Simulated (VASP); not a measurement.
# ZnS in VASP: settings compared, part 2 of 2

VASP 6.6.1.

## 3. Single point, PBEsol

This run uses another cell than the first one, of 18.95 Å³/atom.

File INCAR:

```
ALGO = Normal ; EDIFF = 1E-7
ENCUT = 520 ; GGA = PS
ISIF = 2 ; ISMEAR = -1
LASPH = True ; LCHARG = True
LELF = True ; LREAL = False
LVHAR = True ; LWAVE = False
NBANDS = 16 ; NELM = 60
PREC = Accurate ; SIGMA = 0.05
```

File KPOINTS:

```
k-points
0
Gamma
  7 7 7
```

File POSCAR:

```
ZnS
1.0
    0.0000000000      2.6479600000      2.7020000000
    2.6479600000      0.0000000000      2.7020000000
    2.6479600000      2.6479600000      0.0000000000
Zn S
1 1
Direct
    0.7500000000      0.7500000000      0.7500000000
    0.0000000000      0.0000000000      0.0000000000
```

Potentials or basis: VASP PAW PBE potentials, release 64 (Zn, S).

Launch:

```console
cat potpaw_PBE.64/Zn/POTCAR potpaw_PBE.64/S/POTCAR > POTCAR
mpirun -np 1 vasp_std > vasp.out
```

OUTCAR:

```text
EDIFF = 1E-7
   ENCUT = 520
   GGA = PS
   ISIF = 2
   ISMEAR = -1
   LASPH = True
   LREAL = False
   NELM = 60
   PREC = Accurate

 ion  position               nearest neighbor table
   1  0.750  0.750  0.750-   2 2.31   2 2.31   2 2.31   2 2.31
   2  0.000  0.000  0.000-   1 2.31   1 2.31   1 2.31   1 2.31

  LATTYP: Found a body centered tetragonal cell.
 ALAT       =     3.7447809446
 C/A-ratio  =     1.4430750636

  Lattice vectors:

 A1 = (  -2.6479600000,   0.0000000000,   2.7020000000)
 A2 = (   2.6479600000,   0.0000000000,   2.7020000000)
 A3 = (   0.0000000000,   2.6479600000,  -2.7020000000)

Analysis of symmetry for initial positions (statically):
=====================================================================
 Subroutine PRICEL returns:
 Original cell was already a primitive cell.

 Routine SETGRP: Setting up the symmetry group for a
 body centered tetragonal supercell.

 Subroutine GETGRP returns: Found  8 space group operations
 (whereof  8 operations were pure point group operations)
 out of a pool of 16 trial point group operations.

The static configuration has the point symmetry D_2d.

Analysis of symmetry for dynamics (positions and initial velocities):
=====================================================================
 Subroutine PRICEL returns:
 Original cell was already a primitive cell.

 Routine SETGRP: Setting up the symmetry group for a
 body centered tetragonal supercell.

 Subroutine GETGRP returns: Found  8 space group operations
 (whereof  8 operations were pure point group operations)
 out of a pool of 16 trial point group operations.

The dynamic configuration has the point symmetry D_2d.

 Subroutine INISYM returns: Found  8 space group operations
 (whereof  8 operations are pure point group operations),
[... 103 lines left out ...]
   ISYM   =      2    0-nonsym 1-usesym 2-fastsym
   POTIM  = 0.5000    time-step for ionic-motion
   TEBEG  =    0.0;   TEEND  =   0.0 temperature during run
   PSTRESS=    0.0 pullay stress
   NELECT =      18.0000    total number of electrons
   NUPDOWN=      -1.0000    fix difference up-down
   EMIN   =  10.00;   EMAX   =-10.00  energy-range for DOS
   EFERMI =   0.00;   METHOD = LEGACY
   ISMEAR =    -1;   SIGMA  =   0.05  broadening in eV -4-tet -1-fermi 0-gaus
   EFERMI_NEDOS =   21; number of points for ismear=-14 and -15
   IALGO  =     38    algorithm
   IMIX   =      4    mixing-type and parameters
     AMIX     =   0.40;   BMIX     =  1.00
     AMIX_MAG =   1.60;   BMIX_MAG =  1.00
  volume/ion in A,a.u.               =      18.95       127.85
  Fermi-wavevector in a.u.,A,eV,Ry     =   1.277379  2.413895 22.200570  1.631696
  Thomas-Fermi vector in A             =   2.409981
   LORBIT       =      0    0 simple, 1 ext, 2 COOP (PROOUT), +10 PAW based schemes
   GGA     = PS    functional components
   LHFCALC =     F    Hartree Fock is set to
   AEXX    =    0.0000 exact exchange contribution
   IVDW    =     0    specifies the selected vdW correction
   LEPSILON=     F    determine dielectric tensor
   LRPA    =     F    only Hartree local field effects (RPA)
 non-spin polarized calculation
  energy-cutoff  :      520.00
  volume of cell :       37.89
 maximum number of plane-waves:      1029
   NGX = 13   NGY = 13   NGZ = 13

 number of electron      18.0000019 magnetization

 Free energy of the ion-electron system (eV)
  ---------------------------------------------------
  ext. energy  EPLUGINS =         0.00000000
  ---------------------------------------------------
  free energy    TOTEN  =        -7.58381586 eV

  energy without entropy =       -7.58381586  energy(sigma->0) =       -7.58381586

 E-fermi :   3.4231     XC(G=0): -10.0407

 val. band max:        2.4254035902   @ k =   0.0000   0.0000   0.0000
 cond. band min:       4.5523422127   @ k =   0.0000   0.0000   0.0000
 fundamental gap:      2.1269386225
 Fermi energy:         3.4231106466

 k-point     1 :       0.0000    0.0000    0.0000
  band No.  band energies     occupation
      1     -11.0461      2.00000
      2      -4.1526      2.00000
      3      -4.1397      2.00000
      4      -4.1397      2.00000
      5      -3.6007      2.00000
      6      -3.5928      2.00000
[... 433 lines left out ...]
      3      -3.9341      2.00000
      4      -3.7180      2.00000
      5      -3.5805      2.00000
      6      -3.4345      2.00000
[... 8 lines left out ...]
     15      15.6658      0.00000
     16      17.2572      0.00000

 [... further k-points ...]
[... 5 lines left out ...]
  --------------------------------------------------------------------------------------
  -------------------------------------------------------------------------------------
  Total        0.3858679      0.3858679      0.1800351      0.0000000      0.0000000      0.0000000
  in kB       16.3159009     16.3159009      7.6125400      0.0000000      0.0000000      0.0000000
  external PRESSURE =      13.4147806 kB  Pullay stress =       0.0000000 kB

 VOLUME and BASIS-vectors are now :
 -----------------------------------------------------------------------------
  energy-cutoff  :      520.00
  volume of cell :       37.89
      direct lattice vectors                 reciprocal lattice vectors
     0.000000000  2.647960000  2.702000000    -0.188824605  0.188824605  0.185048113
     2.647960000  0.000000000  2.702000000     0.188824605 -0.188824605  0.185048113
     2.647960000  2.647960000  0.000000000     0.188824605  0.188824605 -0.185048113

 POSITION                                       TOTAL-FORCE (eV/Angst)
 -----------------------------------------------------------------------------------
      3.97194      3.97194      4.05300         0.000000      0.000000      0.000000
      0.00000      0.00000      0.00000        -0.000000     -0.000000     -0.000000
 -----------------------------------------------------------------------------------
    total drift:                                0.000002      0.000002      0.000002

  FREE ENERGIE OF THE ION-ELECTRON SYSTEM (eV)
  ---------------------------------------------------
  free  energy   TOTEN  =        -7.5838158620 eV

  energy  without entropy=       -7.5838158620  energy(sigma->0) =       -7.58381586
```

OSZICAR:

```text
N       E                     dE             d eps       ncg     rms          rms(c)
DAV:   1     0.810295679958E+02    0.81030E+02   -0.85551E+03  1280   0.133E+03
DAV:   2    -0.277732737690E+01   -0.83807E+02   -0.78182E+02  1440   0.260E+02
DAV:   3    -0.794532780242E+01   -0.51680E+01   -0.51425E+01  1624   0.607E+01
DAV:   4    -0.799456018987E+01   -0.49232E-01   -0.49219E-01  1536   0.612E+00
DAV:   5    -0.799504847915E+01   -0.48829E-03   -0.48828E-03  1656   0.596E-01    0.719E+00
DAV:   6    -0.760861754166E+01    0.38643E+00   -0.79757E-01  1880   0.332E+01    0.562E+00
DAV:   7    -0.758735559283E+01    0.21262E-01   -0.24357E-01  1576   0.501E+00    0.270E+00
DAV:   8    -0.758394946334E+01    0.34061E-02   -0.55832E-03  1880   0.105E+00    0.627E-01
DAV:   9    -0.758374316511E+01    0.20630E-03   -0.10324E-03  1632   0.271E-01    0.892E-02
DAV:  10    -0.758382206541E+01   -0.78900E-04   -0.15834E-04  1624   0.916E-02    0.273E-02
DAV:  11    -0.758381555377E+01    0.65116E-05   -0.27400E-05  1624   0.469E-02    0.429E-03
DAV:  12    -0.758381588479E+01   -0.33101E-06   -0.32474E-06  1632   0.121E-02    0.279E-03
DAV:  13    -0.758381586204E+01    0.22746E-07   -0.96559E-08  1416   0.256E-03
   1 F= -.75838159E+01 E0= -.75838159E+01  d E =-.340167E-10
```

stdout:

```text
POSCAR found type information on POSCAR ZnS
 POSCAR found :  2 types and       2 ions
 scaLAPACK will be used
 -----------------------------------------------------------------------------
|                                                                             |
|                                                                             |
|     You enforced a specific xc type in the INCAR file but a different       |
|     I HOPE YOU KNOW WHAT YOU ARE DOING!                                     |
|                                                                             |
 -----------------------------------------------------------------------------

 LDA part: xc-table for (Slater+PW92), standard interpolation
 POSCAR, INCAR and KPOINTS ok, starting setup
 FFT: planning ... GRIDC
 FFT: planning ... GRID_SOFT
 FFT: planning ... GRID
 WAVECAR not read
 entering main loop
```

It used 35 s of CPU time on 1 thread of AMD EPYC 7R13 Processor (Zen 3) (shared host).

Results:

```yaml
Free_energy: -7.5838 eV
Pressure: 1.3 GPa
Band_gap_on_the_k_mesh: 2.13 eV
```

Levels at points of the mesh, in eV from the valence-band top:
```
           k point  band 7  band 8  band 9  band 10  band 11  band 12
(0.00, 0.00, 0.00)   -0.08    0.00    0.00     2.13     6.25     6.26
```

Caveat: the PAW data sets were made with another functional, which shifts forces and pressure a little.
